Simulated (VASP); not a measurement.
# As (R-3m) in VASP: further runs

As is run at these levels: PBEsol; tasks: relaxation of cell and atoms, relaxation of shape and atoms at fixed volume.

Everything below comes from runs of VASP 6.6.1. Logs are shortened: lines on timing, memory, paths and dates and some standing lists are left out, and cuts for length are marked.

## (1) The cell of the first run

Symmetry: R-3m, No. 166, trigonal system. The conventional cell has a = 3.762 Å, b = 3.762 Å, c = 10.542 Å, α = 90.00°, β = 90.00°, γ = 120.00°. Within 3.3 Å of As (site symmetry 3m) lie 6 As at 2.51 to 3.14 Å.

## (2) Relaxation of cell and atoms, PBEsol

INCAR reads:

```
ALGO = Normal ; EDIFF = 1E-6
EDIFFG = -0.005 ; ENCUT = 600
GGA = PS ; IBRION = 2
ISIF = 3 ; ISMEAR = 0
LASPH = True ; LCHARG = False
LREAL = False ; LWAVE = False
NELM = 100 ; NSW = 100
PREC = Accurate ; SIGMA = 0.1
```

KPOINTS reads:

```
k-points
0
Gamma
  12 12 12
```

POSCAR reads:

```
As
1.0
    1.8807968987      1.0858785957      3.5140619945
   -1.8807968987      1.0858785957      3.5140619945
    0.0000000000     -2.1717571915      3.5140619945
As
2
Direct
    0.7740000000      0.7740000000      0.7740000000
    0.2260000000      0.2260000000      0.2260000000
```

Potentials or basis: VASP PAW PBE potentials, release 64 (As).

Run with:

```bash
$ cat potpaw_PBE.64/As/POTCAR > POTCAR
$ mpirun -np 1 vasp_std > vasp.out
```

OUTCAR:

```text
EDIFF = 1E-6
   EDIFFG = -0.005
   ENCUT = 600
   GGA = PS
   IBRION = 2
   ISIF = 3
   ISMEAR = 0
   LASPH = True
   LREAL = False
   NELM = 100
   NSW = 100
   PREC = Accurate

 ion  position               nearest neighbor table
   1  0.774  0.774  0.774-   2 2.51   2 2.51   2 2.51
   2  0.226  0.226  0.226-   1 2.51   1 2.51   1 2.51

  LATTYP: Found a trigonal (rhomboedric) cell.
 ALAT       =     4.1310000000
 COS(alpha) =     0.5854247172

  Lattice vectors:

 A1 = (   1.8807968987,   1.0858785957,   3.5140619945)
 A2 = (  -1.8807968987,   1.0858785957,   3.5140619945)
 A3 = (   0.0000000000,  -2.1717571915,   3.5140619945)

Analysis of symmetry for initial positions (statically):
=====================================================================
 Subroutine PRICEL returns:
 Original cell was already a primitive cell.

 Routine SETGRP: Setting up the symmetry group for a
 trigonal (rhombohedral) supercell.

 Subroutine GETGRP returns: Found 12 space group operations
 (whereof 12 operations were pure point group operations)
 out of a pool of 12 trial point group operations.

The static configuration has the point symmetry D_3d.

Analysis of symmetry for dynamics (positions and initial velocities):
=====================================================================
 Subroutine PRICEL returns:
 Original cell was already a primitive cell.

 Routine SETGRP: Setting up the symmetry group for a
 trigonal (rhombohedral) supercell.

 Subroutine GETGRP returns: Found 12 space group operations
 (whereof 12 operations were pure point group operations)
 out of a pool of 12 trial point group operations.

The dynamic configuration has the point symmetry D_3d.

 Subroutine INISYM returns: Found 12 space group operations
 (whereof 12 operations are pure point group operations),
 and found     1 'primitive' translations

----------------------------------------------------------------------------------------

                                     Primitive cell

  volume of cell :      43.0610

  direct lattice vectors                    reciprocal lattice vectors
     1.880796899  1.085878596  3.514061995     0.265844760  0.153485544  0.094856987
    -1.880796899  1.085878596  3.514061995    -0.265844760  0.153485544  0.094856987
     0.000000000 -2.171757191  3.514061995     0.000000000 -0.306971087  0.094856987

  length of vectors
[... 107 lines left out ...]
   GGA     = PS    functional components
   LHFCALC =     F    Hartree Fock is set to
   AEXX    =    0.0000 exact exchange contribution
   IVDW    =     0    specifies the selected vdW correction
   LEPSILON=     F    determine dielectric tensor
   LRPA    =     F    only Hartree local field effects (RPA)
 conjugate gradient relaxation of ions
 non-spin polarized calculation
 Gauss-broadening in eV      SIGMA  =   0.10
  energy-cutoff  :      600.00
  volume of cell :       43.06
 maximum number of plane-waves:      1458
 NGX is ok and might be reduce to    36
   NGX = 17   NGY = 17   NGZ = 17

--------------------------------------- Ionic step        1  -------------------------------------------

 number of electron      10.0000000 magnetization

 Free energy of the ion-electron system (eV)
  ---------------------------------------------------
  ext. energy  EPLUGINS =         0.00000000
  ---------------------------------------------------
  free energy    TOTEN  =       -10.19566766 eV

  energy without entropy =      -10.19458162  energy(sigma->0) =      -10.19512464

------------------------ aborting loop because EDIFF is reached ----------------------------------------

  FORCE on cell =-STRESS in cart. coord.  units (eV):
  Direction    XX          YY          ZZ          XY          YZ          ZX
  --------------------------------------------------------------------------------------
  -------------------------------------------------------------------------------------
  Total        0.2871039      0.2871039      0.0312692     -0.0000000     -0.0000000      0.0000000
  in kB       10.6823276     10.6823276      1.1634377     -0.0000000     -0.0000000      0.0000000
  external PRESSURE =       7.5093643 kB  Pullay stress =       0.0000000 kB
[... 89 lines left out ...]
  FREE ENERGIE OF THE ION-ELECTRON SYSTEM (eV)
  ---------------------------------------------------
  free  energy   TOTEN  =       -10.2046829598 eV

  energy  without entropy=      -10.2036974236  energy(sigma->0) =      -10.20419019

[... ionic steps 4 to 10 ...]

--------------------------------------- Ionic step       11  -------------------------------------------

 number of electron      10.0000000 magnetization

------------------------ aborting loop because EDIFF is reached ----------------------------------------
[... 67 lines left out ...]
--------------------------------------- Ionic step       13  -------------------------------------------

 number of electron      10.0000000 magnetization

 Free energy of the ion-electron system (eV)
  ---------------------------------------------------
  ext. energy  EPLUGINS =         0.00000000
  ---------------------------------------------------
  free energy    TOTEN  =       -10.21841083 eV

  energy without entropy =      -10.21801523  energy(sigma->0) =      -10.21821303

 E-fermi :   5.5976     XC(G=0): -10.2675

 val. band max:        5.4721815953   @ k =   0.4167   0.3333   0.3333
 cond. band min:       5.6171128764   @ k =   0.4167   0.0833   0.0833
 fundamental gap:      0.1449312810
 Fermi energy:         5.5976173442

 k-point     1 :       0.0000    0.0000    0.0000
  band No.  band energies     occupation
      1      -9.5138      2.00000
      2       0.0562      2.00000
      3       3.2605      2.00000
      4       3.5419      2.00000
      5       3.5419      2.00000
      6       7.7403      0.00000
      7       8.7496      0.00000
      8       8.7496      0.00000
      9      12.0323      0.00000
[... 265 lines left out ...]
 k-point    24 :      -0.4167    0.1667    0.0000
  band No.  band energies     occupation
      1      -6.4560      2.00000
      2      -5.4998      2.00000
      3       1.0503      2.00000
      4       2.8179      2.00000
      5       3.6184      2.00000
      6       6.7596      0.00000
      7       7.0890      0.00000
      8       9.2096      0.00000
      9      13.6208      0.00000

 [... further k-points ...]
[... 5 lines left out ...]
  --------------------------------------------------------------------------------------
  -------------------------------------------------------------------------------------
  Total       -0.0031841     -0.0031841      0.0042250     -0.0000000     -0.0000000      0.0000000
  in kB       -0.1221307     -0.1221307      0.1620584     -0.0000000     -0.0000000      0.0000000
  external PRESSURE =      -0.0274010 kB  Pullay stress =       0.0000000 kB
[... 17 lines left out ...]
  FREE ENERGIE OF THE ION-ELECTRON SYSTEM (eV)
  ---------------------------------------------------
  free  energy   TOTEN  =       -10.2184108264 eV

  energy  without entropy=      -10.2180152313  energy(sigma->0) =      -10.21821303

 reached required accuracy - stopping structural energy minimisation
```

CONTCAR:

```text
As
   1.00000000000000
     1.8948279398787737    1.0939794211023419    3.3584643309443303
    -1.8948279398787737    1.0939794211023419    3.3584643309443303
     0.0000000000000000   -2.1879588423009335    3.3584643309429434
  As
     2
Direct
     0.7694408599486660    0.7694408599486660    0.7694408599486661
     0.2305591400513340    0.2305591400513340    0.2305591400513341

  0.00000000E+00  0.00000000E+00  0.00000000E+00
  0.00000000E+00  0.00000000E+00  0.00000000E+00
```

It took 4.3 min on 1 thread of Intel Xeon Platinum 8559C (Emerald Rapids), shared host; peak memory 0.26 GiB.

Results:

```
Free energy                            : -10.2184 eV
Relaxed volume                         : 20.89 Å³/atom
Relaxed cell                           : a = 4.008 Å, b = 4.008 Å, c = 4.008 Å, α = 56.42°, β = 56.42°, γ = 56.42°
Space group after relaxing (to 0.05 Å) : R-3m (No. 166)
Energy gained by relaxing              : 11.4 meV/atom
Ionic steps                            : 13
Pressure after relaxing                : 0.0 GPa
Band gap on the k mesh                 : zero (band 5 reaches 5.67 eV, above the bottom of band 6 at 5.33 eV)
```

Step by step:
| step | energy change (eV) | largest force (eV/Å) | pressure (GPa) | volume (Å³) |
| --- | --- | --- | --- | --- |
| 1 | 0.0000 | 0.4428 | 0.75 | 43.06 |
| 2 | -0.0085 | 0.0037 | -1.54 | 43.69 |
| 3 | -0.0090 | 0.0809 | -1.10 | 43.57 |
| 4 | -0.0152 | 0.0285 | -0.55 | 42.87 |
| 5 | -0.0185 | 0.0356 | 0.31 | 41.96 |
| 6 | -0.0219 | 0.0409 | 0.10 | 41.81 |
| 7 | -0.0226 | 0.0414 | -0.02 | 41.72 |
| 8 | -0.0226 | 0.0412 | -0.03 | 41.71 |
| 9 | -0.0227 | 0.0077 | 0.14 | 41.68 |
| 10 | -0.0227 | 0.0028 | 0.11 | 41.69 |
| 11 | -0.0227 | 0.0022 | -0.05 | 41.80 |
| 12 | -0.0227 | 0.0005 | 0.01 | 41.76 |
| 13 | -0.0227 | 0.0020 | 0.00 | 41.77 |

Final structure:
```cif
data_structure
_symmetry_space_group_name_H-M 'P 1'
_symmetry_Int_Tables_number 1
_cell_length_a 4.0083
_cell_length_b 4.0083
_cell_length_c 4.0083
_cell_angle_alpha 56.423
_cell_angle_beta 56.423
_cell_angle_gamma 56.423
_cell_volume 41.77
loop_
_atom_site_label
_atom_site_type_symbol
_atom_site_fract_x
_atom_site_fract_y
_atom_site_fract_z
_atom_site_occupancy
As1 As 0.76944 0.76944 0.76944 1
As2 As 0.23056 0.23056 0.23056 1
```

Caveat: the PAW data sets were made with another functional, which shifts forces and pressure a little.

## (3) Relaxation of shape and atoms at fixed volume, PBEsol (volume scaled by 1.06)

INCAR reads:

```
SYSTEM = As
PREC     = Accurate       ! precision mode
ENCUT    = 600            ! plane-wave cutoff, eV
EDIFF    = 1E-6           ! SCF threshold, eV
ISMEAR   = 0              ! smearing method
SIGMA    = 0.1            ! smearing width, eV
LREAL    = .False.        ! projectors in reciprocal space
LASPH    = .True.         ! aspherical terms in the spheres
NELM     = 100            ! most SCF steps
ALGO     = Normal         ! electronic algorithm
ISIF     = 4              ! what is computed and relaxed
LWAVE    = .False.        ! write WAVECAR
LCHARG   = .False.        ! write CHGCAR
GGA      = PS             ! functional
IBRION   = 2              ! ionic algorithm
NSW      = 50             ! ionic steps
EDIFFG   = -0.01          ! ionic threshold
```

KPOINTS reads:

```
Automatic mesh
0
Gamma
  12 12 12
  0 0 0
```

POSCAR reads:

```
As
1.0
    1.9175869443      1.1071193385      3.4683598285
   -1.9175869443      1.1071193385      3.4683598285
    0.0000000000     -2.2142386770      3.4683598285
As
2
Direct
    0.7712023167      0.7712023167      0.7712023167
    0.2287976833      0.2287976833      0.2287976833
```

Potentials or basis: VASP PAW PBE potentials, release 64 (As).

Run with:

```bash
$ cat potpaw_PBE.64/As/POTCAR > POTCAR
$ mpirun -np 1 vasp_std > vasp.out
```

Run time: 2 min. Hardware: 1 thread of Intel Xeon Platinum 8559C (Emerald Rapids), shared host; peak memory 0.26 GiB.

The run converged. Its results:

| Property | Result |
| --- | --- |
| Free energy | -10.1990 eV |
| Energy gained by relaxing | 1.0 meV/atom |
| Ionic steps | 6 |
| Pressure after relaxing | -2.4 GPa |
| Band gap on the k mesh | zero (band 5 reaches 4.98 eV, above the bottom of band 6 at 4.68 eV) |

The path:
| step | energy change (eV) | largest force (eV/Å) | pressure (GPa) | volume (Å³) |
| --- | --- | --- | --- | --- |
| 1 | 0.0000 | 0.1135 | -3.07 | 44.18 |
| 2 | -0.0012 | 0.0425 | -2.80 | 44.18 |
| 3 | -0.0016 | 0.0224 | -2.54 | 44.18 |
| 4 | -0.0016 | 0.0302 | -2.50 | 44.18 |
| 5 | -0.0020 | 0.0131 | -2.42 | 44.18 |
| 6 | -0.0021 | 0.0008 | -2.37 | 44.18 |

Final structure:
```xyz
2
Lattice="1.9072 1.1011 3.5062 -1.9072 1.1011 3.5062 0.0000 -2.2022 3.5062" Properties=species:S:1:pos:R:3 pbc="T T T"
As    0.0000    0.0000    8.1228
As    0.0000    0.0000    2.3959
```

Levels at points of the mesh, in eV from the Fermi level:
```tsv
k point	band 3	band 4	band 5	band 6	band 7	band 8
(0.00, 0.00, 0.00)	-2.32	-1.90	-1.90	1.81	2.96	2.96
(0.50, 0.00, 0.00)	-2.59	-2.52	-0.31	-0.30	0.37	1.28
(0.50, 0.50, 0.00)	-5.87	-4.05	-3.96	1.60	5.38	6.66
(0.50, 0.50, 0.50)	-1.61	-1.61	-0.69	0.72	0.72	1.70
```

Caveat: the cell differs from its parent crystal (volume scaled by 1.06); the PAW data sets were made with another functional, which shifts forces and pressure a little.
